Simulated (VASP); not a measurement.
# Hf in VASP: single point with PBEsol

Aim: the single point of Hf with PBEsol.

Everything below comes from runs of VASP 6.6.1. Logs are shortened: lines on timing, memory, paths and dates and some standing lists are left out, and cuts for length are marked.

## 1. The cell of the first run

The cell holds a slab with vacuum, 6 atoms: a = 3.158 Å, b = 3.158 Å, c = 28.505 Å, α = 90.00°, β = 90.00°, γ = 120.00°.

## 2. Single point, PBEsol

INCAR reads:

```
ALGO = Normal
DIPOL = 0.5 0.5 0.500
EDIFF = 1E-6
ENCUT = 520
GGA = PS
IDIPOL = 3
ISIF = 2
ISMEAR = -1
LASPH = T
LCHARG = F
LDIPOL = T
LREAL = F
LWAVE = F
NBANDS = 39
NELM = 100
PREC = Accurate
SIGMA = 0.08
```

KPOINTS reads:

```
k-points
0
Gamma
  12 12 1
```

POSCAR reads:

```
Hf
1.0
    3.1584504466      0.0000000000      0.0000000000
   -1.5792252233      2.7352983234      0.0000000000
    0.0000000000      0.0000000000     28.5045000000
Hf
6
Direct
    0.8333333333      0.1666666667      0.2841507141
    0.1666666667      0.8333333333      0.3665133320
    0.8333333333      0.1666666667      0.4567555169
    0.1666666667      0.8333333333      0.5432444830
    0.8333333333      0.1666666667      0.6334866686
    0.1666666667      0.8333333333      0.7158492855
```

Potentials or basis: VASP PAW PBE potentials, release 64 (Hf_pv).

Launch:

```console
$ cat potpaw_PBE.64/Hf_pv/POTCAR > POTCAR
$ mpirun -np 1 vasp_std > vasp.out
```

OUTCAR:

```text
EDIFF = 1E-6
   ENCUT = 520
   GGA = PS
   ISIF = 2
   ISMEAR = -1
   LASPH = T
   LREAL = F
   NELM = 100
   PREC = Accurate

 ion  position               nearest neighbor table
   1  0.833  0.167  0.284-   2 2.97   2 2.97   2 2.97
   2  0.167  0.833  0.367-   1 2.97   1 2.97   1 2.97   3 3.15   3 3.15   3 3.15
   3  0.833  0.167  0.457-   4 3.07   4 3.07   4 3.07   2 3.15   2 3.15   2 3.15
   4  0.167  0.833  0.543-   3 3.07   3 3.07   3 3.07   5 3.15   5 3.15   5 3.15
   5  0.833  0.167  0.633-   6 2.97   6 2.97   6 2.97   4 3.15   4 3.15   4 3.15
   6  0.167  0.833  0.716-   5 2.97   5 2.97   5 2.97

  LATTYP: Found a hexagonal cell.
 ALAT       =     3.1584504466
 C/A-ratio  =     9.0248368565

  Lattice vectors:

 A1 = (   3.1584504466,   0.0000000000,   0.0000000000)
 A2 = (  -1.5792252233,   2.7352983234,   0.0000000000)
 A3 = (   0.0000000000,   0.0000000000,  28.5045000000)

Analysis of symmetry for initial positions (statically):
=====================================================================
 Subroutine PRICEL returns:
 Original cell was already a primitive cell.

 Routine SETGRP: Setting up the symmetry group for a
 hexagonal supercell.

 Subroutine GETGRP returns: Found 12 space group operations
 (whereof  4 operations were pure point group operations)
 out of a pool of 24 trial point group operations.

The static configuration has the point symmetry C_2h.
 The point group associated with its full space group is D_3d.

Analysis of symmetry for dynamics (positions and initial velocities):
=====================================================================
 Subroutine PRICEL returns:
 Original cell was already a primitive cell.

 Routine SETGRP: Setting up the symmetry group for a
 hexagonal supercell.

 Subroutine GETGRP returns: Found 12 space group operations
 (whereof  4 operations were pure point group operations)
 out of a pool of 24 trial point group operations.

The dynamic configuration has the point symmetry C_2h.
 The point group associated with its full space group is D_3d.

 Subroutine INISYM returns: Found 12 space group operations
 (whereof  4 operations are pure point group operations),
 and found     1 'primitive' translations

----------------------------------------------------------------------------------------

                                     Primitive cell

  volume of cell :     246.2590

[... 97 lines left out ...]
   ISYM   =      2    0-nonsym 1-usesym 2-fastsym
   POTIM  = 0.5000    time-step for ionic-motion
   TEBEG  =    0.0;   TEEND  =   0.0 temperature during run
   PSTRESS=    0.0 pullay stress
   NELECT =      60.0000    total number of electrons
   NUPDOWN=      -1.0000    fix difference up-down
   EMIN   =  10.00;   EMAX   =-10.00  energy-range for DOS
   EFERMI =   0.00;   METHOD = LEGACY
   ISMEAR =    -1;   SIGMA  =   0.08  broadening in eV -4-tet -1-fermi 0-gaus
   EFERMI_NEDOS =   21; number of points for ismear=-14 and -15
   IALGO  =     38    algorithm
   IMIX   =      4    mixing-type and parameters
     AMIX     =   0.40;   BMIX     =  1.00
     AMIX_MAG =   1.60;   BMIX_MAG =  1.00
  volume/ion in A,a.u.               =      41.04       276.97
  Fermi-wavevector in a.u.,A,eV,Ry     =   1.022495  1.932235 14.224836  1.045496
  Thomas-Fermi vector in A             =   2.156177
   LORBIT       =      0    0 simple, 1 ext, 2 COOP (PROOUT), +10 PAW based schemes
   GGA     = PS    functional components
   LHFCALC =     F    Hartree Fock is set to
   AEXX    =    0.0000 exact exchange contribution
   IVDW    =     0    specifies the selected vdW correction
   LEPSILON=     F    determine dielectric tensor
   LRPA    =     F    only Hartree local field effects (RPA)
 non-spin polarized calculation
  energy-cutoff  :      520.00
  volume of cell :      246.26
 maximum number of plane-waves:      6666
 NGX is ok and might be reduce to    24
   NGX = 11   NGY = 11   NGZ =105

 dipolmoment           0.000000      0.000000      0.000000 electrons x Angstroem

 number of electron      59.9999999 magnetization

 dipolmoment           0.000000      0.000000     -0.000000 electrons x Angstroem

 Free energy of the ion-electron system (eV)
  ---------------------------------------------------
  ext. energy  EPLUGINS =         0.00000000
  ---------------------------------------------------
  free energy    TOTEN  =       -61.03591575 eV

  energy without entropy =      -60.89476386  energy(sigma->0) =      -60.96533981

 E-fermi :   0.6196     XC(G=0):  -6.7858

 val. band max:        0.6093328401   @ k =   0.3333  -0.0000   0.0000
 cond. band min:       0.6271589748   @ k =   0.3333   0.0833   0.0000
 fundamental gap:      0.0178261347
 Fermi energy:         0.6195682368

 k-point     1 :       0.0000    0.0000    0.0000
  band No.  band energies     occupation
      1     -30.3918      2.00000
      2     -30.3589      2.00000
      3     -30.1674      2.00000
      4     -29.7844      2.00000
      5     -29.6994      2.00000
      6     -29.6994      2.00000
[... 787 lines left out ...]
     38       2.7456      0.00000
     39       2.8884      0.00000

------------------------ aborting loop because EDIFF is reached ----------------------------------------

 vacuum level on the upper side and lower side of the slab       (xc-potential included)        -0.346        -0.346

  FORCE on cell =-STRESS in cart. coord.  units (eV):
  Direction    XX          YY          ZZ          XY          YZ          ZX
  --------------------------------------------------------------------------------------
  -------------------------------------------------------------------------------------
  Total       -1.5680913     -1.5680913     -0.3607230      0.0000000      0.0000000      0.0000000
  in kB      -10.2021034    -10.2021034     -2.3468875      0.0000000      0.0000000      0.0000000
  external PRESSURE =      -7.5836981 kB  Pullay stress =       0.0000000 kB

 VOLUME and BASIS-vectors are now :
 -----------------------------------------------------------------------------
  energy-cutoff  :      520.00
  volume of cell :      246.26
      direct lattice vectors                 reciprocal lattice vectors
     3.158450447  0.000000000  0.000000000     0.316610951  0.182795418  0.000000000
    -1.579225223  2.735298323  0.000000000     0.000000000  0.365590836  0.000000000
     0.000000000  0.000000000 28.504500000     0.000000000  0.000000000  0.035082180

 POSITION                                       TOTAL-FORCE (eV/Angst)
 -----------------------------------------------------------------------------------
      2.36884      0.45588      8.09957        -0.000000     -0.000000      0.044172
     -0.78961      2.27942     10.44728         0.000000     -0.000000     -0.022019
      2.36884      0.45588     13.01959         0.000000      0.000000      0.008470
     -0.78961      2.27942     15.48491        -0.000000     -0.000000     -0.008470
      2.36884      0.45588     18.05722        -0.000000      0.000000      0.022019
     -0.78961      2.27942     20.40493         0.000000      0.000000     -0.044172
 -----------------------------------------------------------------------------------
    total drift:                               -0.000000      0.000000     -0.000003

  FREE ENERGIE OF THE ION-ELECTRON SYSTEM (eV)
  ---------------------------------------------------
  free  energy   TOTEN  =       -61.0359157526 eV

  energy  without entropy=      -60.8947638610  energy(sigma->0) =      -60.96533981

 vacuum level on the upper side and lower side of the slab         4.805         4.805
```

Run time: 9.8 min. Hardware: 1 thread of AMD EPYC 9R14 (Zen 4), shared host; peak memory 0.37 GiB.

Results:

```yaml
Free_energy: -61.0359 eV
Largest_force: 0.044 eV/Å
Band_gap_on_the_k_mesh: zero (bands 30 and 31 overlap by 1.52 eV)
```

Forces on the atoms (eV/Å):
```
Hf   0.000  0.000  0.044
Hf   0.000  0.000 -0.022
Hf   0.000  0.000  0.008
Hf   0.000  0.000 -0.008
Hf   0.000  0.000  0.022
Hf   0.000  0.000 -0.044
```

Caveat: the PAW data sets were made with another functional, which shifts forces and pressure a little; spin-orbit coupling is left out, which moves the levels of the heavy elements.
